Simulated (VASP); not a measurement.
# Si63S (a cell with a defect) in VASP: single point with PBEsol

Aim: the single point of Si63S (a cell with a defect) with PBEsol.

Program: VASP 6.6.1. These are calculated values, not measurements. Logs are shortened: lines on timing, memory, paths and dates and some standing lists are left out, and cuts for length are marked.

## Step 1: The cell of the first run

The cell holds a defect, 64 atoms: a = 10.866 Å, b = 10.866 Å, c = 10.866 Å, α = 90.00°, β = 90.00°, γ = 90.00°.

## Step 2: Single point, PBEsol

The input, INCAR:

```
PREC = Accurate ; ENCUT = 520
EDIFF = 1E-7 ; ISMEAR = -1
SIGMA = 0.05 ; LREAL = Auto
LASPH = True ; NELM = 80
ALGO = Normal ; ISIF = 2
LWAVE = False ; LCHARG = True
GGA = PS ; LELF = True
LVHAR = True ; NBANDS = 167
ISYM = 0
```

The input, KPOINTS:

```
Automatic mesh
0
Gamma
  1 1 1
  0.25 0.25 0.25
```

The input, POSCAR:

```
Si63S
1.0
   10.8655790000      0.0000000000      0.0000000000
    0.0000000000     10.8655790000      0.0000000000
    0.0000000000      0.0000000000     10.8655790000
Si S
63 1
Direct
    0.0002470000      0.9997780000      0.0000680000
    0.9978480000      0.9974120000      0.4978960000
    0.9978340000      0.4976070000      0.9976680000
    0.0013960000      0.5003890000      0.5006860000
    0.4980450000      0.9974210000      0.9976780000
    0.5008550000      0.0009630000      0.5006710000
    0.5008390000      0.5004090000      0.0012570000
    0.1256630000      0.1251970000      0.1254840000
    0.1243700000      0.1239140000      0.6240120000
    0.1243450000      0.6237260000      0.1241810000
    0.1265190000      0.6260620000      0.6263200000
    0.6241460000      0.1239260000      0.1241940000
    0.6264940000      0.1260780000      0.6263380000
    0.6264770000      0.6260440000      0.1263530000
    0.6240730000      0.6236120000      0.6239160000
    0.2505160000      0.2500690000      0.9996900000
    0.2502030000      0.2497420000      0.4996500000
    0.2493120000      0.7495760000      0.0004690000
    0.2501190000      0.7519590000      0.5014050000
    0.7500410000      0.2488310000      0.0004810000
    0.7523790000      0.2496790000      0.5014140000
    0.7502390000      0.7498140000      0.9992370000
    0.7482360000      0.7477790000      0.4968180000
    0.3755230000      0.3750710000      0.1254060000
    0.3703200000      0.3698630000      0.6351760000
    0.3747510000      0.8741020000      0.1255240000
    0.3750590000      0.8767070000      0.6255090000
    0.8745740000      0.3742920000      0.1255480000
    0.8771490000      0.3746100000      0.6255230000
    0.8752740000      0.8748320000      0.1249610000
    0.8732690000      0.8728050000      0.6252990000
    0.2505210000      0.9993980000      0.2503590000
    0.2492800000      0.0001710000      0.7498750000
    0.2502220000      0.4994040000      0.2500210000
    0.2501270000      0.5011360000      0.7522000000
    0.7500290000      0.0002010000      0.2491160000
    0.7502600000      0.9989530000      0.7500840000
    0.7523980000      0.5011280000      0.2499630000
    0.7482570000      0.4965390000      0.7481180000
    0.3755130000      0.1251160000      0.3753560000
    0.3747380000      0.1252630000      0.8744020000
    0.3703060000      0.6349400000      0.3701210000
    0.3750660000      0.6252170000      0.8769630000
    0.8745500000      0.1252590000      0.3745650000
    0.8752710000      0.1246620000      0.8751310000
    0.8771510000      0.6252250000      0.3748990000
    0.8732660000      0.6250530000      0.8731050000
    0.9998880000      0.2500780000      0.2503580000
    0.0006150000      0.2488400000      0.7499030000
    0.0006310000      0.7496010000      0.2491290000
    0.9994190000      0.7498150000      0.7501040000
    0.4998130000      0.2497700000      0.2500540000
    0.5015630000      0.2496760000      0.7522260000
    0.5015730000      0.7519500000      0.2499670000
    0.4969660000      0.7477900000      0.7480660000
    0.1255900000      0.3750860000      0.3753480000
    0.1256970000      0.3743140000      0.8743820000
    0.1256950000      0.8741100000      0.3745850000
    0.1251480000      0.8748340000      0.8751380000
    0.6353380000      0.3698880000      0.3701670000
    0.6256610000      0.3746060000      0.8770010000
    0.6256900000      0.8766990000      0.3748980000
    0.6254880000      0.8728590000      0.8731220000
    0.4981410000      0.4976410000      0.4979320000
```

Potentials or basis: VASP PAW PBE potentials, release 64 (Si, S).

The run is started by

```
$ cat potpaw_PBE.64/Si/POTCAR potpaw_PBE.64/S/POTCAR > POTCAR
$ mpirun -np 1 vasp_std > vasp.out
```

OUTCAR:

```text
PREC = Accurate
   ENCUT = 520
   EDIFF = 1E-7
   ISMEAR = -1
   LREAL = Auto
   LASPH = True
   NELM = 80
   ISIF = 2
   GGA = PS
   ISYM = 0

 ion  position               nearest neighbor table
   1  0.000  1.000  0.000-  59 2.35  45 2.35  30 2.35   8 2.36
   2  0.998  0.997  0.498-  58 2.35  44 2.35  31 2.36   9 2.38
   3  0.998  0.498  0.998-  57 2.35  28 2.35  47 2.36  10 2.38
   4  0.001  0.500  0.501-  56 2.35  29 2.35  46 2.35  11 2.36
   5  0.498  0.997  0.998-  41 2.35  26 2.35  63 2.36  12 2.38
   6  0.501  0.001  0.501-  40 2.35  62 2.35  27 2.35  13 2.36
[... 56 lines left out ...]
  63  0.625  0.873  0.873-  37 2.35  22 2.35   5 2.36  55 2.38
  64  0.498  0.498  0.498-  15 2.37  60 2.47  25 2.47  42 2.47

IMPORTANT INFORMATION: All symmetrisations will be switched off!
NOSYMM: (Re-)initialisation of all symmetry stuff for point group C_1.

----------------------------------------------------------------------------------------

                                     Primitive cell

  volume of cell :    1282.7990

  direct lattice vectors                    reciprocal lattice vectors
    10.865579000  0.000000000  0.000000000     0.092033752  0.000000000  0.000000000
     0.000000000 10.865579000  0.000000000     0.000000000  0.092033752  0.000000000
     0.000000000  0.000000000 10.865579000     0.000000000  0.000000000  0.092033752

  length of vectors
    10.865579000 10.865579000 10.865579000     0.092033752  0.092033752  0.092033752

  position of ions in fractional coordinates (direct lattice)
     0.000247000  0.999778000  0.000068000
     0.997848000  0.997412000  0.497896000
     0.997834000  0.497607000  0.997668000
     0.001396000  0.500389000  0.500686000
     0.498045000  0.997421000  0.997678000
     0.500855000  0.000963000  0.500671000
[... 56 lines left out ...]
     0.625488000  0.872859000  0.873122000
     0.498141000  0.497641000  0.497932000

  ion indices of the primitive-cell ions
   primitive index   ion index
                 1           1
                 2           2
                 3           3
                 4           4
                 5           5
                 6           6
[... 56 lines left out ...]
                63          63
                64          64

----------------------------------------------------------------------------------------

 KPOINTS: Automatic mesh

Automatic generation of k-mesh.
 Grid dimensions read from file:
 generate k-points for:    1    1    1

 Generating k-lattice:

  Cartesian coordinates                     Fractional coordinates (reciprocal lattice)
     0.092033752  0.000000000  0.000000000     1.000000000  0.000000000  0.000000000
     0.000000000  0.092033752  0.000000000     0.000000000  1.000000000  0.000000000
     0.000000000  0.000000000  0.092033752     0.000000000  0.000000000  1.000000000

  Length of vectors
     0.092033752  0.092033752  0.092033752

  Shift w.r.t. Gamma in fractional coordinates (k-lattice)
     0.250000000  0.250000000  0.250000000

 Subroutine IBZKPT returns following result:
 ===========================================

 Found      4 irreducible k-points:

 Following reciprocal coordinates:
            Coordinates               Weight
  0.250000  0.250000  0.250000      2.000000
 -0.250000  0.250000  0.250000      2.000000
 -0.250000 -0.250000  0.250000      2.000000
  0.250000 -0.250000  0.250000      2.000000
   k-points           NKPTS =      4   k-points in BZ     NKDIM =      4   number of bands    NBANDS=    167
   number of dos      NEDOS =    301   number of ions     NIONS =     64
   total plane-waves  NPLWV = 592704
   dimension x,y,z NGX =    84 NGY =   84 NGZ =   84
   dimension x,y,z NGXF=   168 NGYF=  168 NGZF=  168
   ions per type =              63   1
   NGX,Y,Z   is equivalent  to a cutoff of  12.85, 12.85, 12.85 a.u.
   NGXF,Y,Z  is equivalent  to a cutoff of  25.70, 25.70, 25.70 a.u.
 SYSTEM =  unknown system
   PREC   = accura    normal or accurate (medium, high low for compatibility)
   ISTART =      0    job   : 0-new  1-cont  2-samecut
   ICHARG =      2    charge: 1-file 2-atom 10-const
   ISPIN  =      1    spin polarized calculation?
   LNONCOLLINEAR =      F non collinear calculations
   LSORBIT =      F    spin-orbit coupling
   LASPH  =      T    aspherical Exc in radial PAW
   ENCUT  =  520.0 eV  38.22 Ry    6.18 a.u.  20.20 20.20 20.20*2*pi/ulx,y,z
   NELM   =     80;   NELMIN=  2; NELMDL= -5     # of ELM steps
   EDIFF  = 0.1E-06   stopping-criterion for ELM
   LREAL  =      T    real-space projection
   EDIFFG = 0.1E-05   stopping-criterion for IOM
   NSW    =      0    number of steps for IOM
   IBRION =     -1    ionic relax: 0-MD 1-quasi-New 2-CG
   NFREE  =      0    steps in history (QN), initial steepest desc. (CG)
   ISIF   =      2    stress and relaxation
   ISYM   =      0    0-nonsym 1-usesym 2-fastsym
   POTIM  = 0.5000    time-step for ionic-motion
   TEBEG  =    0.0;   TEEND  =   0.0 temperature during run
   PSTRESS=    0.0 pullay stress
   NELECT =     258.0000    total number of electrons
   NUPDOWN=      -1.0000    fix difference up-down
   EMIN   =  10.00;   EMAX   =-10.00  energy-range for DOS
   EFERMI =   0.00;   METHOD = LEGACY
   ISMEAR =    -1;   SIGMA  =   0.05  broadening in eV -4-tet -1-fermi 0-gaus
   EFERMI_NEDOS =   21; number of points for ismear=-14 and -15
   IALGO  =     38    algorithm
   IMIX   =      4    mixing-type and parameters
     AMIX     =   0.40;   BMIX     =  1.00
     AMIX_MAG =   1.60;   BMIX_MAG =  1.00
  volume/ion in A,a.u.               =      20.04       135.26
  Fermi-wavevector in a.u.,A,eV,Ry     =   0.959169  1.812567 12.517434  0.920005
  Thomas-Fermi vector in A             =   2.088341
   LORBIT       =      0    0 simple, 1 ext, 2 COOP (PROOUT), +10 PAW based schemes
   GGA     = PS    functional components
   LHFCALC =     F    Hartree Fock is set to
   AEXX    =    0.0000 exact exchange contribution
   IVDW    =     0    specifies the selected vdW correction
   LEPSILON=     F    determine dielectric tensor
   LRPA    =     F    only Hartree local field effects (RPA)
 non-spin polarized calculation
  energy-cutoff  :      520.00
  volume of cell :     1282.80
 maximum number of plane-waves:     34484
 NGX is ok and might be reduce to    84
   NGX = 41   NGY = 41   NGZ = 41

 number of electron     257.9999984 magnetization

 Free energy of the ion-electron system (eV)
  ---------------------------------------------------
  ext. energy  EPLUGINS =         0.00000000
  ---------------------------------------------------
  free energy    TOTEN  =      -365.33242114 eV

  energy without entropy =     -365.30196610  energy(sigma->0) =     -365.31719362

 E-fermi :   6.3412     XC(G=0):  -9.5590

 val. band max:        6.1829718207   @ k =   0.2500  -0.2500   0.2500
 cond. band min:       6.5371555141   @ k =   0.2500  -0.2500   0.2500
 fundamental gap:      0.3541836934
 Fermi energy:         6.3412249472

 k-point     1 :       0.2500    0.2500    0.2500
  band No.  band energies     occupation
      1      -8.7033      2.00000
      2      -5.9416      2.00000
      3      -5.4850      2.00000
      4      -5.4850      2.00000
      5      -5.3037      2.00000
      6      -4.9723      2.00000
[... 133 lines left out ...]
    140       7.6255      0.00000
    141       7.6375      0.00000

 k-point     2 :      -0.2500    0.2500    0.2500
  band No.  band energies     occupation
      1      -8.7033      2.00000
      2      -5.9431      2.00000
      3      -5.4857      2.00000
      4      -5.4672      2.00000
      5      -5.3249      2.00000
      6      -4.9698      2.00000
[... 133 lines left out ...]
    140       7.6097      0.00000
    141       7.6107      0.00000

 k-point     3 :      -0.2500   -0.2500    0.2500
  band No.  band energies     occupation
      1      -8.7033      2.00000
      2      -5.9431      2.00000
      3      -5.4857      2.00000
      4      -5.4672      2.00000
      5      -5.3248      2.00000
      6      -4.9698      2.00000
[... 133 lines left out ...]
    140       7.6096      0.00000
    141       7.6109      0.00000

 k-point     4 :       0.2500   -0.2500    0.2500
  band No.  band energies     occupation
      1      -8.7033      2.00000
      2      -5.9431      2.00000
      3      -5.4857      2.00000
      4      -5.4672      2.00000
      5      -5.3249      2.00000
      6      -4.9698      2.00000
[... 133 lines left out ...]
    140       7.6096      0.00000
    141       7.6109      0.00000
 [bands above 141 left out]

------------------------ aborting loop because EDIFF is reached ----------------------------------------

  FORCE on cell =-STRESS in cart. coord.  units (eV):
  Direction    XX          YY          ZZ          XY          YZ          ZX
  --------------------------------------------------------------------------------------
  -------------------------------------------------------------------------------------
  Total       -0.2889489     -0.2672377     -0.2804905     -2.1915633     -2.2048371     -2.1983618
  in kB       -0.3608885     -0.3337718     -0.3503242     -2.7371965     -2.7537752     -2.7456876
  external PRESSURE =      -0.3483282 kB  Pullay stress =       0.0000000 kB

 VOLUME and BASIS-vectors are now :
 -----------------------------------------------------------------------------
  energy-cutoff  :      520.00
  volume of cell :     1282.80
      direct lattice vectors                 reciprocal lattice vectors
    10.865579000  0.000000000  0.000000000     0.092033752  0.000000000  0.000000000
     0.000000000 10.865579000  0.000000000     0.000000000  0.092033752  0.000000000
     0.000000000  0.000000000 10.865579000     0.000000000  0.000000000  0.092033752

 POSITION                                       TOTAL-FORCE (eV/Angst)
 -----------------------------------------------------------------------------------
      0.00268     10.86317      0.00074         0.052305      0.046549      0.051549
     10.84220     10.83746      5.40993         0.107074      0.106684      0.191798
     10.84204      5.40679     10.84024         0.106483      0.192922      0.108025
      0.01517      5.43702      5.44024         0.051253      0.045752      0.045086
      5.41155     10.83756     10.84035         0.192763      0.106232      0.108344
      5.44208      0.01046      5.44008         0.046191      0.050116      0.046989
[... 56 lines left out ...]
      6.79629      9.48412      9.48698        -0.136337     -0.065574     -0.066801
      5.41259      5.40716      5.41032         0.048068      0.048996      0.049353
 -----------------------------------------------------------------------------------
    total drift:                               -0.017021     -0.026244     -0.012701

  FREE ENERGIE OF THE ION-ELECTRON SYSTEM (eV)
  ---------------------------------------------------
  free  energy   TOTEN  =      -365.3324211440 eV

  energy  without entropy=     -365.3019660955  energy(sigma->0) =     -365.31719362
```

Run time: 25 min. Hardware: 1 thread of Intel Xeon Platinum 8259CL at 2.50GHz (Skylake/Cascade Lake), shared host; peak memory 1.4 GiB.

What came out:

```yaml
Free_energy: -365.3324 eV
Pressure: 0.0 GPa
Largest_force: 0.403 eV/Å
Band_gap_on_the_k_mesh: 0.35 eV
```

Forces in eV/Å, atoms in the order of the input:
```
Si   0.052  0.047  0.052
Si   0.107  0.107  0.192
Si   0.106  0.193  0.108
Si   0.051  0.046  0.045
Si   0.193  0.106  0.108
Si   0.046  0.050  0.047
Si   0.045  0.044  0.047
Si  -0.022 -0.021 -0.021
Si  -0.049 -0.044 -0.065
Si  -0.045 -0.067 -0.045
Si  -0.070 -0.046 -0.046
Si  -0.065 -0.045 -0.044
Si  -0.046 -0.069 -0.046
Si  -0.043 -0.044 -0.067
Si   0.127  0.125  0.126
Si   0.019  0.019  0.082
Si   0.067  0.064  0.113
Si   0.002  0.010  0.070
Si  -0.040  0.016  0.158
Si   0.010  0.006  0.070
Si   0.019 -0.040  0.158
Si   0.009  0.007  0.065
Si   0.013  0.012  0.170
Si  -0.037 -0.034 -0.008
Si  -0.127 -0.128 -0.361
Si  -0.107 -0.022 -0.044
Si  -0.016 -0.027 -0.017
Si  -0.025 -0.108 -0.045
Si  -0.030 -0.017 -0.015
Si  -0.026 -0.021 -0.035
Si  -0.063 -0.061 -0.131
Si   0.018  0.082  0.016
Si   0.004  0.073  0.011
Si   0.064  0.110  0.065
Si  -0.041  0.158  0.016
Si   0.011  0.070  0.002
Si   0.009  0.066  0.006
Si   0.015  0.160 -0.042
Si   0.010  0.170  0.009
Si  -0.035 -0.007 -0.036
Si  -0.105 -0.049 -0.022
Si  -0.128 -0.362 -0.124
Si  -0.017 -0.015 -0.028
Si  -0.018 -0.047 -0.102
Si  -0.025 -0.032 -0.025
Si  -0.029 -0.015 -0.017
Si  -0.063 -0.133 -0.062
Si   0.081  0.016  0.020
Si   0.072  0.004  0.009
Si   0.070  0.009  0.004
Si   0.063  0.007  0.007
Si   0.111  0.060  0.065
Si   0.158 -0.040  0.018
Si   0.159  0.018 -0.043
Si   0.175  0.015  0.015
Si  -0.009 -0.034 -0.035
Si  -0.043 -0.109 -0.024
Si  -0.044 -0.022 -0.109
Si  -0.038 -0.023 -0.026
Si  -0.360 -0.128 -0.128
Si  -0.014 -0.017 -0.028
Si  -0.016 -0.027 -0.018
Si  -0.136 -0.066 -0.067
S    0.048  0.049  0.049
```

Caveat: the k points lie up to 0.58 Å⁻¹ apart; the PAW data sets were made with another functional, which shifts forces and pressure a little.
